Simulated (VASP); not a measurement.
# Ir (P6_3/mmc) in VASP: settings compared

The runs below take Ir through single point, with PBEsol, PBE+D3(BJ).

All numbers are computed with VASP 6.6.1; they aren't measurements. Logs are shortened: lines on timing, memory, paths and dates and some standing lists are left out, and cuts for length are marked.

## (1) The cell of the first run

The structure is hexagonal, space group P6_3/mmc (No. 194). Conventional cell: a = 2.751 Å, b = 2.751 Å, c = 4.462 Å, α = 90.00°, β = 90.00°, γ = 120.00°. Ir (site symmetry -6m2) has 12 Ir at 2.74 to 2.75 Å within 3.6 Å.

## (2) Single point, PBEsol, non-collinear spin, zero start, spin-orbit coupling

The input, INCAR:

```
PREC = Accurate
ENCUT = 520
EDIFF = 1E-7
ISMEAR = -1
SIGMA = 0.05
LREAL = F
LASPH = T
NELM = 150
ALGO = Normal
ISIF = 2
LWAVE = F
LCHARG = F
LNONCOLLINEAR = T
MAGMOM = 0 0 0 0 0 0
LORBIT = 11
LSORBIT = T
GGA_COMPAT = F
LORBMOM = T
LMAXMIX = 4
GGA = PS
NBANDS = 30
```

The input, KPOINTS:

```
Automatic mesh
0
Gamma
  8 8 4
```

The input, POSCAR:

```
Ir
1.0
    2.7513778946      0.0000000000      0.0000000000
   -1.3756889473      2.3827631521      0.0000000000
    0.0000000000      0.0000000000      4.4622900000
Ir
2
Direct
    0.3333333333      0.6666666667      0.2500000000
    0.6666666667      0.3333333333      0.7500000000
```

Potentials or basis: VASP PAW PBE potentials, release 64 (Ir).

On the command line:

```sh
cat potpaw_PBE.64/Ir/POTCAR > POTCAR
mpirun -np 1 vasp_ncl > vasp.out
```

OUTCAR:

```text
PREC = Accurate
   ENCUT = 520
   EDIFF = 1E-7
   ISMEAR = -1
   LREAL = F
   LASPH = T
   NELM = 150
   ISIF = 2
   LNONCOLLINEAR = T
   LORBIT = 11
   LSORBIT = T
   GGA = PS

 ion  position               nearest neighbor table
   1  0.333  0.667  0.250-   2 2.74   2 2.74   2 2.74   2 2.74   2 2.74   2 2.74
   2  0.667  0.333  0.750-   1 2.74   1 2.74   1 2.74   1 2.74   1 2.74   1 2.74

  LATTYP: Found a hexagonal cell.
 ALAT       =     2.7513778946
 C/A-ratio  =     1.6218382828

  Lattice vectors:

 A1 = (   2.7513778946,   0.0000000000,   0.0000000000)
 A2 = (  -1.3756889473,   2.3827631521,   0.0000000000)
 A3 = (   0.0000000000,   0.0000000000,   4.4622900000)

Analysis of symmetry for initial positions (statically):
=====================================================================
 Subroutine PRICEL returns:
 Original cell was already a primitive cell.

 Routine SETGRP: Setting up the symmetry group for a
 hexagonal supercell.

 Subroutine GETGRP returns: Found 24 space group operations
 (whereof 12 operations were pure point group operations)
 out of a pool of 24 trial point group operations.

The static configuration has the point symmetry D_3d.
 The point group associated with its full space group is D_6h.

Analysis of symmetry for dynamics (positions and initial velocities):
=====================================================================
 Subroutine PRICEL returns:
 Original cell was already a primitive cell.

 Routine SETGRP: Setting up the symmetry group for a
 hexagonal supercell.

 Subroutine GETGRP returns: Found 24 space group operations
 (whereof 12 operations were pure point group operations)
 out of a pool of 24 trial point group operations.

The dynamic configuration has the point symmetry D_3d.
 The point group associated with its full space group is D_6h.

Analysis of structural, dynamic, and magnetic symmetry:
=====================================================================
 Subroutine PRICEL returns:
 Original cell was already a primitive cell.

 Routine SETGRP: Setting up the symmetry group for a
 hexagonal supercell.

 Subroutine GETGRP returns: Found 24 space group operations
 (whereof 12 operations were pure point group operations)
 out of a pool of 24 trial point group operations.

The overall configuration has the point symmetry D_3d.
 The point group associated with its full space group is D_6h.

 Subroutine INISYM returns: Found 24 space group operations
 (whereof 12 operations are pure point group operations),
 and found     1 'primitive' translations

----------------------------------------------------------------------------------------

                                     Primitive cell

  volume of cell :      29.2542

  direct lattice vectors                    reciprocal lattice vectors
     2.751377895  0.000000000  0.000000000     0.363454254  0.209840411  0.000000000
    -1.375688947  2.382763152  0.000000000     0.000000000  0.419680823  0.000000000
     0.000000000  0.000000000  4.462290000     0.000000000  0.000000000  0.224100182

  length of vectors
     2.751377895  2.751377895  4.462290000     0.419680823  0.419680823  0.224100182

  position of ions in fractional coordinates (direct lattice)
     0.333333333  0.666666667  0.250000000
     0.666666667  0.333333333  0.750000000

  ion indices of the primitive-cell ions
   primitive index   ion index
                 1           1
                 2           2

----------------------------------------------------------------------------------------

 KPOINTS: Automatic mesh

Automatic generation of k-mesh.
 Grid dimensions read from file:
 generate k-points for:    8    8    4

 Generating k-lattice:

  Cartesian coordinates                     Fractional coordinates (reciprocal lattice)
     0.045431782  0.026230051  0.000000000     0.125000000 -0.000000000  0.000000000
     0.000000000  0.052460103  0.000000000     0.000000000  0.125000000  0.000000000
     0.000000000  0.000000000  0.056025045     0.000000000  0.000000000  0.250000000

  Length of vectors
     0.052460103  0.052460103  0.056025045

  Shift w.r.t. Gamma in fractional coordinates (k-lattice)
     0.000000000  0.000000000  0.000000000

 Subroutine IBZKPT returns following result:
 ===========================================

 Found     30 irreducible k-points:

 Following reciprocal coordinates:
            Coordinates               Weight
  0.000000  0.000000  0.000000      1.000000
  0.125000 -0.000000  0.000000      6.000000
  0.250000 -0.000000  0.000000      6.000000
  0.375000 -0.000000  0.000000      6.000000
  0.500000 -0.000000  0.000000      3.000000
  0.125000  0.125000  0.000000      6.000000
[... 16 lines left out ...]
  0.250000 -0.000000  0.500000      6.000000
  0.375000 -0.000000  0.500000      6.000000
[... 29 lines left out ...]
   PSTRESS=    0.0 pullay stress
   NELECT =      18.0000    total number of electrons
   NUPDOWN=      -1.0000    fix difference up-down
   EMIN   =  10.00;   EMAX   =-10.00  energy-range for DOS
   EFERMI =   0.00;   METHOD = LEGACY
   ISMEAR =    -1;   SIGMA  =   0.05  broadening in eV -4-tet -1-fermi 0-gaus
   EFERMI_NEDOS =   21; number of points for ismear=-14 and -15
   IALGO  =     38    algorithm
   IMIX   =      4    mixing-type and parameters
     AMIX     =   0.40;   BMIX     =  1.00
     AMIX_MAG =   1.60;   BMIX_MAG =  1.00
  volume/ion in A,a.u.               =      14.63        98.71
  Fermi-wavevector in a.u.,A,eV,Ry     =   1.392417  2.631287 26.379323  1.938826
  Thomas-Fermi vector in A             =   2.516162
   LORBIT       =     11    0 simple, 1 ext, 2 COOP (PROOUT), +10 PAW based schemes
   GGA     = PS    functional components
   LHFCALC =     F    Hartree Fock is set to
   AEXX    =    0.0000 exact exchange contribution
   IVDW    =     0    specifies the selected vdW correction
   LEPSILON=     F    determine dielectric tensor
   LRPA    =     F    only Hartree local field effects (RPA)
  energy-cutoff  :      520.00
  volume of cell :       29.25
 maximum number of plane-waves:      1598
   NGX = 11   NGY = 11   NGZ = 17

 number of electron      18.0000000 magnetization       0.0000000     -0.0000000     -0.0000000

 number of electron      18.0000000 magnetization       0.0000000      0.0000000      0.0000000

 number of electron      18.0000000 magnetization      -0.0000000      0.0000000      0.0000000

 number of electron      18.0000000 magnetization      -0.0000000     -0.0000000     -0.0000000

 Free energy of the ion-electron system (eV)
  ---------------------------------------------------
  ext. energy  EPLUGINS =         0.00000000
  ---------------------------------------------------
  free energy    TOTEN  =       -20.20651358 eV

  energy without entropy =      -20.17831133  energy(sigma->0) =      -20.19241245

 E-fermi :   9.8295     XC(G=0): -13.9042

 val. band max:        9.8160358244   @ k =   0.0000   0.0000   0.2500
 cond. band min:       9.8680844172   @ k =   0.3750   0.1250   0.2500
 fundamental gap:      0.0520485928
 Fermi energy:         9.8294696293

 k-point     1 :       0.0000    0.0000    0.0000
  band No.  band energies     occupation
      1      -1.1541      1.00000
      2      -1.1541      1.00000
      3       1.8874      1.00000
      4       1.8874      1.00000
      5       5.6169      1.00000
      6       5.6169      1.00000
[... 781 lines left out ...]
     29      24.9930      0.00000
     30      24.9930      0.00000

 [... further k-points ...]

------------------------ aborting loop because EDIFF is reached ----------------------------------------

  FORCE on cell =-STRESS in cart. coord.  units (eV):
  Direction    XX          YY          ZZ          XY          YZ          ZX
  --------------------------------------------------------------------------------------
  -------------------------------------------------------------------------------------
  Total       -1.7196712     -1.7196712     -2.1323309      0.0000000      0.0000000      0.0000000
  in kB      -94.1818210    -94.1818210   -116.7820976      0.0000000      0.0000000      0.0000000
  external PRESSURE =    -101.7152466 kB  Pullay stress =       0.0000000 kB

 VOLUME and BASIS-vectors are now :
 -----------------------------------------------------------------------------
  energy-cutoff  :      520.00
  volume of cell :       29.25
      direct lattice vectors                 reciprocal lattice vectors
     2.751377895  0.000000000  0.000000000     0.363454254  0.209840411  0.000000000
    -1.375688947  2.382763152  0.000000000     0.000000000  0.419680823  0.000000000
     0.000000000  0.000000000  4.462290000     0.000000000  0.000000000  0.224100182

 POSITION                                       TOTAL-FORCE (eV/Angst)
 -----------------------------------------------------------------------------------
     -0.00000      1.58851      1.11557        -0.000000      0.000000      0.000000
      1.37569      0.79425      3.34672         0.000000     -0.000000      0.000000
 -----------------------------------------------------------------------------------
    total drift:                                0.000000     -0.000000      0.000000

  FREE ENERGIE OF THE ION-ELECTRON SYSTEM (eV)
  ---------------------------------------------------
  free  energy   TOTEN  =       -20.2065135791 eV

  energy  without entropy=      -20.1783113279  energy(sigma->0) =      -20.19241245

 orbital moment (x)

 # of ion     p       d       tot
 ----------------------------------------
  1        -0.000  -0.000  -0.000
  2        -0.000  -0.000  -0.000
 ----------------------------------------
           -0.000  -0.000  -0.000

 orbital moment (y)

 # of ion     p       d       tot
 ----------------------------------------
  1        -0.000   0.000   0.000
  2        -0.000   0.000   0.000
 ----------------------------------------
           -0.000   0.000   0.000

 orbital moment (z)

 # of ion     p       d       tot
 ----------------------------------------
  1         0.000   0.000   0.000
  2         0.000   0.000   0.000
 ----------------------------------------
            0.000   0.000   0.000

 Spin-Orbit-Coupling matrix elements

 Ion:    1  E_soc:     -0.7906267
 l=   1
     0.0000000    -0.0377980    -0.0384332
    -0.0377980     0.0000000    -0.0377980
    -0.0384332    -0.0377980     0.0000000
 l=   2
     0.0000000    -0.0194735     0.0000000    -0.0194735    -0.0770450
    -0.0194735     0.0000000    -0.0533929    -0.0195595    -0.0194735
     0.0000000    -0.0533929     0.0000000    -0.0533929     0.0000000
    -0.0194735    -0.0195595    -0.0533929     0.0000000    -0.0194735
    -0.0770450    -0.0194735     0.0000000    -0.0194735     0.0000000
 l=   3
     0.0000000     0.0000000     0.0000000     0.0000000     0.0000000     0.0000000     0.0000000
     0.0000000     0.0000000     0.0000000     0.0000000     0.0000000     0.0000000     0.0000000
     0.0000000     0.0000000     0.0000000     0.0000000     0.0000000     0.0000000     0.0000000
     0.0000000     0.0000000     0.0000000     0.0000000     0.0000000     0.0000000     0.0000000
     0.0000000     0.0000000     0.0000000     0.0000000     0.0000000     0.0000000     0.0000000
     0.0000000     0.0000000     0.0000000     0.0000000     0.0000000     0.0000000     0.0000000
     0.0000000     0.0000000     0.0000000     0.0000000     0.0000000     0.0000000     0.0000000

 Ion:    2  E_soc:     -0.7906267
 l=   1
     0.0000000    -0.0377980    -0.0384332
    -0.0377980     0.0000000    -0.0377980
    -0.0384332    -0.0377980     0.0000000
 l=   2
     0.0000000    -0.0194735     0.0000000    -0.0194735    -0.0770450
    -0.0194735     0.0000000    -0.0533929    -0.0195595    -0.0194735
     0.0000000    -0.0533929     0.0000000    -0.0533929     0.0000000
    -0.0194735    -0.0195595    -0.0533929     0.0000000    -0.0194735
    -0.0770450    -0.0194735     0.0000000    -0.0194735     0.0000000
 l=   3
     0.0000000     0.0000000     0.0000000     0.0000000     0.0000000     0.0000000     0.0000000
     0.0000000     0.0000000     0.0000000     0.0000000     0.0000000     0.0000000     0.0000000
     0.0000000     0.0000000     0.0000000     0.0000000     0.0000000     0.0000000     0.0000000
     0.0000000     0.0000000     0.0000000     0.0000000     0.0000000     0.0000000     0.0000000
     0.0000000     0.0000000     0.0000000     0.0000000     0.0000000     0.0000000     0.0000000
     0.0000000     0.0000000     0.0000000     0.0000000     0.0000000     0.0000000     0.0000000
     0.0000000     0.0000000     0.0000000     0.0000000     0.0000000     0.0000000     0.0000000

 total charge

# of ion       s       p       d       tot
------------------------------------------
    1        0.647   0.712   6.922   8.281
    2        0.647   0.712   6.922   8.281
--------------------------------------------------
tot          1.293   1.424  13.844  16.562

 magnetization (x)

# of ion       s       p       d       tot
------------------------------------------
    1        0.000  -0.000  -0.000  -0.000
    2        0.000  -0.000   0.000   0.000
--------------------------------------------------
tot          0.000  -0.000   0.000  -0.000

 magnetization (y)

# of ion       s       p       d       tot
------------------------------------------
    1        0.000   0.000  -0.000   0.000
    2        0.000   0.000  -0.000  -0.000
--------------------------------------------------
tot          0.000   0.000  -0.000   0.000

 magnetization (z)

# of ion       s       p       d       tot
------------------------------------------
    1        0.000   0.000   0.000   0.000
    2        0.000   0.000   0.000   0.000
--------------------------------------------------
tot          0.000   0.000   0.000   0.000
```

Run time: 31 s. Hardware: 1 thread of AMD EPYC 9R45 (Zen 5), shared host; peak memory 0.19 GiB.

Results:

```
Free energy                                           : -20.2065 eV
Pressure                                              : -10.2 GPa
Net moment                                            : 0.00 μB per cell
Valence electrons inside the program's atomic spheres : Ir 8.28
```

Moments on the atoms (μB; x, y, z):
```
Ir  0.00 0.00 0.00
Ir  0.00 0.00 0.00
```

Caveat: the PAW data sets were made with another functional, which shifts forces and pressure a little.

## (3) Single point, PBE+D3(BJ)

This run uses another cell than the first one, of 14.23 Å³/atom, 0.973 times its volume.

The input, INCAR:

```
  PREC = Accurate
  ENCUT = 520
  EDIFF = 1E-6
  ISMEAR = -1
  SIGMA = 0.05
  LREAL = False
  LASPH = True
  NELM = 100
  ALGO = Fast
  ISIF = 2
  LWAVE = False
  LCHARG = False
  GGA = PE
  IVDW = 12
  NBANDS = 16
```

The input, KPOINTS:

```
regular mesh
0
Gamma
  11 11 6
```

The input, POSCAR:

```
Ir
1.0
    2.7269569677      0.0000000000      0.0000000000
   -1.3634784838      2.3616140090      0.0000000000
    0.0000000000      0.0000000000      4.4204057946
Ir
2
Direct
    0.3333333333      0.6666666667      0.2500000000
    0.6666666667      0.3333333333      0.7500000000
```

Potentials or basis: VASP PAW PBE potentials, release 64 (Ir).

On the command line:

```sh
cat potpaw_PBE.64/Ir/POTCAR > POTCAR
mpirun -np 1 vasp_std > vasp.out
```

It took 36 s on 1 thread of Intel Xeon Platinum 8375C at 2.90GHz (Ice Lake), shared host; peak memory 0.16 GiB.

Results (log left out):

```yaml
Free_energy: -18.9769 eV
Pressure: 0.6 GPa
Band_gap_on_the_k_mesh: zero (band 9 reaches 11.38 eV, above the bottom of band 10 at 8.16 eV)
Dispersion_energy_per_atom: -0.730 eV
```

Levels at points of the mesh, in eV from the Fermi level:
| k point | band 7 | band 8 | band 9 | band 10 | band 11 | band 12 |
| --- | --- | --- | --- | --- | --- | --- |
| (0.00, 0.00, 0.00) | -3.15 | -2.36 | -2.36 | -0.79 | 0.28 | 0.28 |
| (0.00, 0.00, 0.50) | -3.93 | -3.93 | -0.46 | -0.46 | -0.46 | -0.46 |

Caveat: spin-orbit coupling is left out, which moves the levels of the heavy elements; pairwise dispersion overbinds metals, which lowers pressure and volume.

## (4) Single point, PBE+D3(BJ)

This run uses another cell than the first one, of 14.32 Å³/atom, 0.979 times its volume.

The input, INCAR:

```
PREC = Accurate
ENCUT = 520
EDIFF = 1E-6
ISMEAR = -1
SIGMA = 0.05
LREAL = F
LASPH = T
NELM = 80
ALGO = Fast
ISIF = 2
LWAVE = F
LCHARG = F
GGA = PE
IVDW = 12
NBANDS = 16
```

The input, KPOINTS:

```
Automatic mesh
0
Gamma
  11 11 6
```

The input, POSCAR:

```
Ir
1.0
    2.7325479279      0.0000000000      0.0000000000
   -1.3662739639      2.3664559226      0.0000000000
    0.0000000000      0.0000000000      4.4287555205
Ir
2
Direct
    0.3333333333      0.6666666667      0.2500000000
    0.6666666667      0.3333333333      0.7500000000
```

On the command line:

```sh
cat potpaw_PBE.64/Ir/POTCAR > POTCAR
mpirun -np 1 vasp_std > vasp.out
```

Wall time 40 s (1 thread of Intel Xeon Platinum 8375C at 2.90GHz (Ice Lake), shared host); peak memory 0.16 GiB.

The run converged. Its results:

| Property | Result |
| --- | --- |
| Free energy | -18.9764 eV |
| Pressure | -1.6 GPa |
| Band gap on the k mesh | zero (band 9 reaches 11.26 eV, above the bottom of band 10 at 8.08 eV) |
| Dispersion energy per atom | -0.726 eV |

Levels at points of the mesh, in eV from the Fermi level:
| k point | band 5 | band 6 | band 7 | band 8 | band 9 | band 10 | band 11 | band 12 | band 13 | band 14 |
| --- | --- | --- | --- | --- | --- | --- | --- | --- | --- | --- |
| (0.00, 0.00, 0.00) | -3.77 | -3.12 | -3.12 | -2.34 | -2.34 | -0.77 | 0.28 | 0.28 | 7.00 | 14.28 |
| (0.00, 0.00, 0.50) | -3.89 | -3.89 | -3.89 | -3.89 | -0.46 | -0.46 | -0.46 | -0.46 | 13.63 | 13.63 |

Caveat: three body term missing; spin-orbit coupling is left out, which moves the levels of the heavy elements; pairwise dispersion overbinds metals, which lowers pressure and volume.

## (5) Overview

```tsv
level	spin	cell	k mesh	gap on the mesh (eV)	pressure (GPa)
PBEsol	non-collinear, zero start, SOC	a = 2.751, b = 2.751, c = 4.462 Å, angles 90.0, 90.0, 120.0°, 2 atoms	8 × 8 × 4	-	-10.2
PBE+D3(BJ)	off	a = 2.727, b = 2.727, c = 4.420 Å, angles 90.0, 90.0, 120.0°, 2 atoms	11 × 11 × 6	none	0.6
PBE+D3(BJ)	off	a = 2.733, b = 2.733, c = 4.429 Å, angles 90.0, 90.0, 120.0°, 2 atoms	11 × 11 × 6	none	-1.6
```

Alike in all rows: task single point; potentials or basis VASP PAW PBE potentials, release 64 (Ir); cutoff (eV) 520; smearing fermi-dirac 0.05 eV.

Caveats: spin-orbit coupling is left out, which moves the levels of the heavy elements (some runs); pairwise dispersion overbinds metals, which lowers pressure and volume (some runs); the PAW data sets were made with another functional, which shifts forces and pressure a little (some runs); three body term missing (some runs).

Total energies depend on the potentials used, so only differences within one code and one set of settings carry meaning.
